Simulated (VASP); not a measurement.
# Te (P3_121) in VASP: further runs

Runs on Te. Level: RPBE+D4. Tasks: single point.

Everything below comes from runs of VASP 6.6.1. Logs are shortened: lines on timing, memory, paths and dates and some standing lists are left out, and cuts for length are marked.

### 1 The cell of the first run

It takes space group P3_121 (No. 152, trigonal). Conventional cell: a = 4.454 Å, b = 4.454 Å, c = 5.924 Å, α = 90.00°, β = 90.00°, γ = 120.00°. Te (site symmetry 2) has 6 Te at 2.86 to 3.47 Å within 3.8 Å.

### 2 Single point, RPBE+D4

INCAR reads:

```
  ALGO = Normal
  EDIFF = 1E-7
  ENCUT = 520
  GGA = RP
  ISIF = 2
  ISMEAR = -1
  IVDW = 13
  LASPH = True
  LCHARG = False
  LREAL = False
  LWAVE = False
  NBANDS = 16
  NELM = 60
  PREC = Accurate
  SIGMA = 0.05
```

KPOINTS reads:

```
k-points
0
Gamma
  7 7 5
```

POSCAR reads:

```
Te
1.0
    4.4540000000      0.0000000000      0.0000000000
   -2.2270000000      3.8572771485      0.0000000000
    0.0000000000      0.0000000000      5.9240000000
Te
3
Direct
    0.7310000000      0.7310000000      0.0000000000
    0.0000000000      0.2690000000      0.6666666667
    0.2690000000      0.0000000000      0.3333333333
```

Potentials or basis: VASP PAW PBE potentials, release 64 (Te).

Run with:

```bash
cat potpaw_PBE.64/Te/POTCAR > POTCAR
mpirun -np 1 vasp_std > vasp.out
```

OUTCAR:

```text
EDIFF = 1E-7
   ENCUT = 520
   GGA = RP
   ISIF = 2
   ISMEAR = -1
   IVDW = 13
   LASPH = True
   LREAL = False
   NELM = 60
   PREC = Accurate

 ion  position               nearest neighbor table
   1  0.731  0.731  0.000-   3 2.86   2 2.86   3 3.47   2 3.47   2 3.47   3 3.47
   2  0.000  0.269  0.667-   1 2.86   3 2.86   1 3.47   1 3.47   3 3.47   3 3.47
   3  0.269  0.000  0.333-   1 2.86   2 2.86   1 3.47   1 3.47   2 3.47   2 3.47

  LATTYP: Found a hexagonal cell.
 ALAT       =     4.4540000000
 C/A-ratio  =     1.3300404131

  Lattice vectors:

 A1 = (   4.4540000000,   0.0000000000,   0.0000000000)
 A2 = (  -2.2270000000,   3.8572771485,   0.0000000000)
 A3 = (   0.0000000000,   0.0000000000,   5.9240000000)

Analysis of symmetry for initial positions (statically):
=====================================================================
 Subroutine PRICEL returns:
 Original cell was already a primitive cell.

 Routine SETGRP: Setting up the symmetry group for a
 hexagonal supercell.

 Subroutine GETGRP returns: Found  6 space group operations
 (whereof  2 operations were pure point group operations)
 out of a pool of 24 trial point group operations.

The static configuration has the point symmetry C_2 .
 The point group associated with its full space group is D_3 .

Analysis of symmetry for dynamics (positions and initial velocities):
=====================================================================
 Subroutine PRICEL returns:
 Original cell was already a primitive cell.

 Routine SETGRP: Setting up the symmetry group for a
 hexagonal supercell.

 Subroutine GETGRP returns: Found  6 space group operations
 (whereof  2 operations were pure point group operations)
 out of a pool of 24 trial point group operations.

The dynamic configuration has the point symmetry C_2 .
 The point group associated with its full space group is D_3 .

 Subroutine INISYM returns: Found  6 space group operations
 (whereof  2 operations are pure point group operations),
 and found     1 'primitive' translations

----------------------------------------------------------------------------------------

                                     Primitive cell

  volume of cell :     101.7762

  direct lattice vectors                    reciprocal lattice vectors
     4.454000000  0.000000000  0.000000000     0.224517288  0.129625117  0.000000000
    -2.227000000  3.857277149  0.000000000     0.000000000  0.259250233  0.000000000
     0.000000000  0.000000000  5.924000000     0.000000000  0.000000000  0.168804862

  length of vectors
     4.454000000  4.454000000  5.924000000     0.259250233  0.259250233  0.168804862

  position of ions in fractional coordinates (direct lattice)
     0.731000000  0.731000000  0.000000000
     0.000000000  0.269000000  0.666666667
     0.269000000  0.000000000  0.333333333

  ion indices of the primitive-cell ions
   primitive index   ion index
                 1           1
                 2           2
                 3           3

----------------------------------------------------------------------------------------

 KPOINTS: k-points

Automatic generation of k-mesh.
 Grid dimensions read from file:
 generate k-points for:    7    7    5

 Generating k-lattice:

  Cartesian coordinates                     Fractional coordinates (reciprocal lattice)
     0.032073898  0.018517874  0.000000000     0.142857143  0.000000000  0.000000000
     0.000000000  0.037035748  0.000000000     0.000000000  0.142857143  0.000000000
     0.000000000  0.000000000  0.033760972     0.000000000  0.000000000  0.200000000

  Length of vectors
     0.037035748  0.037035748  0.033760972

  Shift w.r.t. Gamma in fractional coordinates (k-lattice)
     0.000000000  0.000000000  0.000000000

 Subroutine IBZKPT returns following result:
 ===========================================

 Found     32 irreducible k-points:

 Following reciprocal coordinates:
            Coordinates               Weight
  0.000000  0.000000  0.000000      1.000000
  0.142857  0.000000  0.000000      6.000000
  0.285714  0.000000  0.000000      6.000000
  0.428571  0.000000  0.000000      6.000000
  0.142857  0.142857  0.000000      6.000000
  0.285714  0.142857  0.000000     12.000000
[... 16 lines left out ...]
  0.000000  0.142857  0.400000      6.000000
  0.285714  0.000000  0.400000      6.000000
 [... further k-points ...]
   k-points           NKPTS =     32   k-points in BZ     NKDIM =     32   number of bands    NBANDS=     16
   number of dos      NEDOS =    301   number of ions     NIONS =      3
   total plane-waves  NPLWV =  62208
   dimension x,y,z NGX =    36 NGY =   36 NGZ =   48
   dimension x,y,z NGXF=    72 NGYF=   72 NGZF=   96
   ions per type =               3
   NGX,Y,Z   is equivalent  to a cutoff of  13.44, 13.44, 13.47 a.u.
   NGXF,Y,Z  is equivalent  to a cutoff of  26.87, 26.87, 26.94 a.u.
 SYSTEM =  unknown system
   PREC   = accura    normal or accurate (medium, high low for compatibility)
   ISTART =      0    job   : 0-new  1-cont  2-samecut
   ICHARG =      2    charge: 1-file 2-atom 10-const
   ISPIN  =      1    spin polarized calculation?
   LNONCOLLINEAR =      F non collinear calculations
   LSORBIT =      F    spin-orbit coupling
   LASPH  =      T    aspherical Exc in radial PAW
   ENCUT  =  520.0 eV  38.22 Ry    6.18 a.u.   8.28  8.28 11.01*2*pi/ulx,y,z
   NELM   =     60;   NELMIN=  2; NELMDL= -5     # of ELM steps
   EDIFF  = 0.1E-06   stopping-criterion for ELM
   LREAL  =      F    real-space projection
   EDIFFG = 0.1E-05   stopping-criterion for IOM
   NSW    =      0    number of steps for IOM
   IBRION =     -1    ionic relax: 0-MD 1-quasi-New 2-CG
   NFREE  =      0    steps in history (QN), initial steepest desc. (CG)
   ISIF   =      2    stress and relaxation
   ISYM   =      2    0-nonsym 1-usesym 2-fastsym
   POTIM  = 0.5000    time-step for ionic-motion
   TEBEG  =    0.0;   TEEND  =   0.0 temperature during run
   PSTRESS=    0.0 pullay stress
   NELECT =      18.0000    total number of electrons
   NUPDOWN=      -1.0000    fix difference up-down
   EMIN   =  10.00;   EMAX   =-10.00  energy-range for DOS
   EFERMI =   0.00;   METHOD = LEGACY
   ISMEAR =    -1;   SIGMA  =   0.05  broadening in eV -4-tet -1-fermi 0-gaus
   EFERMI_NEDOS =   21; number of points for ismear=-14 and -15
   IALGO  =     38    algorithm
   IMIX   =      4    mixing-type and parameters
     AMIX     =   0.40;   BMIX     =  1.00
     AMIX_MAG =   1.60;   BMIX_MAG =  1.00
  volume/ion in A,a.u.               =      33.93       228.94
  Fermi-wavevector in a.u.,A,eV,Ry     =   0.918933  1.736531 11.489263  0.844437
  Thomas-Fermi vector in A             =   2.044070
   LORBIT       =      0    0 simple, 1 ext, 2 COOP (PROOUT), +10 PAW based schemes
   GGA     = RP    functional components
   LHFCALC =     F    Hartree Fock is set to
   AEXX    =    0.0000 exact exchange contribution
   IVDW    =    13    specifies the selected vdW correction
   LEPSILON=     F    determine dielectric tensor
   LRPA    =     F    only Hartree local field effects (RPA)
 non-spin polarized calculation
  energy-cutoff  :      520.00
  volume of cell :      101.78
 maximum number of plane-waves:      2757
 NGX is ok and might be reduce to    36
   NGX = 17   NGY = 17   NGZ = 23

 number of electron      17.9999999 magnetization

 Free energy of the ion-electron system (eV)
  ---------------------------------------------------
  ext. energy  EPLUGINS =         0.00000000
  ---------------------------------------------------
  free energy    TOTEN  =        -8.33320965 eV

  energy without entropy =       -8.33313616  energy(sigma->0) =       -8.33317290

 E-fermi :   6.2484     XC(G=0):  -8.9522

 val. band max:        5.8908077821   @ k =   0.2857   0.2857   0.4000
 cond. band min:       6.5539396982   @ k =   0.0000   0.0000   0.4000
 fundamental gap:      0.6631319161
 Fermi energy:         6.2483825872

 k-point     1 :       0.0000    0.0000    0.0000
  band No.  band energies     occupation
      1      -7.5439      2.00000
      2      -4.2386      2.00000
      3      -4.2386      2.00000
      4       2.9918      2.00000
      5       3.3113      2.00000
      6       3.3113      2.00000
[... 8 lines left out ...]
     15      12.1666      0.00000
     16      12.3370      0.00000

 k-point     2 :       0.1429    0.0000    0.0000
  band No.  band energies     occupation
      1      -7.4068      2.00000
      2      -4.2840      2.00000
      3      -4.2012      2.00000
      4       2.1246      2.00000
      5       2.7181      2.00000
      6       3.0177      2.00000
[... 8 lines left out ...]
     15      12.1745      0.00000
     16      12.4860      0.00000

 k-point     3 :       0.2857    0.0000    0.0000
  band No.  band energies     occupation
      1      -7.0295      2.00000
      2      -4.5084      2.00000
      3      -4.1070      2.00000
      4       1.3289      2.00000
      5       2.0300      2.00000
      6       2.5620      2.00000
[... 8 lines left out ...]
     15      12.7287      0.00000
     16      13.5145      0.00000

 k-point     4 :       0.4286    0.0000    0.0000
  band No.  band energies     occupation
      1      -6.5832      2.00000
      2      -4.8960      2.00000
      3      -4.0218      2.00000
      4       1.1997      2.00000
      5       1.6727      2.00000
      6       2.3638      2.00000
[... 8 lines left out ...]
     15      14.1394      0.00000
     16      14.7304      0.00000

 k-point     5 :       0.1429    0.1429    0.0000
  band No.  band energies     occupation
      1      -7.1481      2.00000
      2      -4.3815      2.00000
      3      -4.1794      2.00000
      4       1.5806      2.00000
      5       1.8655      2.00000
      6       3.1099      2.00000
[... 8 lines left out ...]
     15      12.6553      0.00000
     16      13.2484      0.00000

 k-point     6 :       0.2857    0.1429    0.0000
  band No.  band energies     occupation
      1      -6.7158      2.00000
      2      -4.6598      2.00000
      3      -4.1702      2.00000
      4       1.2798      2.00000
      5       1.5641      2.00000
      6       2.6951      2.00000
[... 8 lines left out ...]
     15      13.5832      0.00000
     16      14.4084      0.00000

 k-point     7 :       0.4286    0.1429    0.0000
  band No.  band energies     occupation
      1      -6.4346      2.00000
      2      -4.9046      2.00000
      3      -4.1614      2.00000
      4       1.3193      2.00000
      5       1.6098      2.00000
      6       2.5838      2.00000
[... 8 lines left out ...]
     15      13.5500      0.00000
     16      14.8154      0.00000

 k-point     8 :       0.2857    0.2857    0.0000
  band No.  band energies     occupation
      1      -6.3833      2.00000
      2      -4.7074      2.00000
      3      -4.4311      2.00000
      4       1.5022      2.00000
      5       1.5213      2.00000
      6       2.7795      2.00000
[... 8 lines left out ...]
     15      13.0140      0.00000
     16      14.1403      0.00000

 k-point     9 :       0.0000    0.0000    0.2000
  band No.  band energies     occupation
      1      -7.3994      2.00000
      2      -5.3410      2.00000
      3      -3.1035      2.00000
      4       2.7588      2.00000
      5       3.0735      2.00000
      6       3.5387      2.00000
[... 8 lines left out ...]
     15      11.8653      0.00000
     16      12.1604      0.00000
[... 172 lines left out ...]
 k-point    19 :       0.4286    0.1429    0.2000
  band No.  band energies     occupation
      1      -6.3306      2.00000
      2      -5.1153      2.00000
      3      -4.0712      2.00000
      4       1.0275      2.00000
      5       1.4028      2.00000
      6       2.5203      2.00000
[... 8 lines left out ...]
     15      13.4643      0.00000
     16      13.9086      0.00000

 k-point    20 :       0.2857    0.2857    0.2000
  band No.  band energies     occupation
      1      -6.2780      2.00000
      2      -5.0490      2.00000
      3      -4.1836      2.00000
      4       1.0021      2.00000
      5       1.5207      2.00000
      6       2.2809      2.00000
[... 8 lines left out ...]
     15      13.0579      0.00000
     16      14.2516      0.00000

 k-point    21 :       0.0000    0.0000    0.4000
  band No.  band energies     occupation
      1      -6.9705      2.00000
      2      -6.2733      2.00000
      3      -2.2583      2.00000
      4       2.1986      2.00000
      5       3.2744      2.00000
      6       3.4741      2.00000
[... 8 lines left out ...]
     15      11.4845      0.00000
     16      13.3011      0.00000

 k-point    22 :       0.1429    0.0000    0.4000
  band No.  band energies     occupation
      1      -6.8491      2.00000
      2      -6.1643      2.00000
      3      -2.5376      2.00000
      4       2.0961      2.00000
      5       3.0648      2.00000
      6       3.3386      2.00000
[... 8 lines left out ...]
     15      11.7376      0.00000
     16      12.4928      0.00000

 k-point    23 :       0.0000    0.1429    0.4000
  band No.  band energies     occupation
      1      -6.8438      2.00000
      2      -6.1743      2.00000
      3      -2.5119      2.00000
      4       2.0165      2.00000
      5       2.7587      2.00000
      6       3.2678      2.00000
[... 8 lines left out ...]
     15      11.9556      0.00000
     16      12.7414      0.00000

 k-point    24 :       0.2857    0.0000    0.4000
  band No.  band energies     occupation
      1      -6.5369      2.00000
      2      -5.8617      2.00000
      3      -3.2300      2.00000
      4       1.5274      2.00000
      5       2.5794      2.00000
      6       2.7848      2.00000
[... 8 lines left out ...]
     15      12.1095      0.00000
     16      12.7144      0.00000

 [... further k-points ...]

------------------------ aborting loop because EDIFF is reached ----------------------------------------

  DFT-D4 for vdW energy calculation

  Edisp (eV):   -2.59379

  FORCE on cell =-STRESS in cart. coord.  units (eV):
  Direction    XX          YY          ZZ          XY          YZ          ZX
  --------------------------------------------------------------------------------------
  -------------------------------------------------------------------------------------
  Total      -1.33446    -1.33446    -0.88180    -0.00000    -0.00000     0.00000
  in kB     -21.00723   -21.00723   -13.88143    -0.00000    -0.00000     0.00000
  external pressure =      -18.63 kB  Pullay stress =        0.00 kB

 VOLUME and BASIS-vectors are now :
 -----------------------------------------------------------------------------
  energy-cutoff  :      520.00
  volume of cell :      101.78
      direct lattice vectors                 reciprocal lattice vectors
     4.454000000  0.000000000  0.000000000     0.224517288  0.129625117  0.000000000
    -2.227000000  3.857277149  0.000000000     0.000000000  0.259250233  0.000000000
     0.000000000  0.000000000  5.924000000     0.000000000  0.000000000  0.168804862

 POSITION                                       TOTAL-FORCE (eV/Angst)
 -----------------------------------------------------------------------------------
      1.62794      2.81967      0.00000        -0.100972     -0.174889      0.000000
     -0.59906      1.03761      3.94933        -0.100972      0.174889     -0.000000
      1.19813      0.00000      1.97467         0.201944     -0.000000      0.000000
 -----------------------------------------------------------------------------------
    total drift:                               -0.000000     -0.000000      0.000000

  FREE ENERGIE OF THE ION-ELECTRON SYSTEM (eV)
  ---------------------------------------------------
  free  energy   TOTEN  =       -10.9269986561 eV

  energy  without entropy=      -10.9269251578  energy(sigma->0) =      -10.92696191
```

Wall time 88 s (1 thread of Intel Xeon 8259CL, shared host); peak memory 0.25 GiB.

What came out:

```yaml
Free_energy: -10.9270 eV
Pressure: -1.9 GPa
Largest_force: 0.202 eV/Å
Band_gap_on_the_k_mesh: 0.66 eV (least direct gap 0.81 eV)
Dispersion_energy_per_atom: -0.865 eV
```

Forces on the atoms (eV/Å):
```
Te  -0.101 -0.175  0.000
Te  -0.101  0.175  0.000
Te   0.202  0.000  0.000
```

Caveat: semilocal functionals underestimate gaps, and a narrow one can read as zero; the PAW data sets were made with another functional, which shifts forces and pressure a little; spin-orbit coupling is left out, which moves the levels of the heavy elements.

### 3 Single point, RPBE+D4

This run uses another cell than the first one, of 34.60 Å³/atom.

INCAR reads:

```
  PREC = Accurate
  ENCUT = 520
  EDIFF = 1E-6
  ISMEAR = -1
  SIGMA = 0.05
  LREAL = False
  LASPH = True
  NELM = 60
  ALGO = Normal
  ISIF = 2
  LWAVE = False
  LCHARG = False
  GGA = RP
  IVDW = 13
  NBANDS = 16
```

KPOINTS reads:

```
regular mesh
0
Gamma
  7 7 5
```

POSCAR reads:

```
Te
1.0
    4.4834975484      0.0000000000      0.0000000000
   -2.2417487742      3.8828227747      0.0000000000
    0.0000000000      0.0000000000      5.9632329314
Te
3
Direct
    0.7310000000      0.7310000000      0.0000000000
    0.0000000000      0.2690000000      0.6666666667
    0.2690000000      0.0000000000      0.3333333333
```

Potentials or basis: VASP PAW PBE potentials, release 64 (Te).

Run with:

```bash
cat potpaw_PBE.64/Te/POTCAR > POTCAR
mpirun -np 1 vasp_std > vasp.out
```

It took 92 s on 1 thread of Intel Xeon 8259CL, shared host; peak memory 0.24 GiB.

Results (log left out):

- Free energy: -10.8979 eV
- Pressure: -2.7 GPa
- Largest force: 0.096 eV/Å
- Band gap on the k mesh: 0.67 eV (least direct gap 0.79 eV)
- Dispersion energy per atom: -0.845 eV

Forces on the atoms (eV/Å):
```
Te  -0.048 -0.084  0.000
Te  -0.048  0.084  0.000
Te   0.096  0.000  0.000
```

Stress tensor (GPa, compression positive):
```
-2.79  0.00  0.00
 0.00 -2.79  0.00
 0.00  0.00 -2.51
```

Levels at points of the mesh, in eV from the valence-band top:
```
           k point  band 7  band 8  band 9  band 10  band 11  band 12
(0.00, 0.00, 0.00)   -1.46   -1.46   -0.66     1.16     1.16     1.77
```

Caveat: semilocal functionals underestimate gaps, and a narrow one can read as zero; the PAW data sets were made with another functional, which shifts forces and pressure a little; spin-orbit coupling is left out, which moves the levels of the heavy elements. A hybrid or GW would open this gap; RPBE tends to underestimate it.
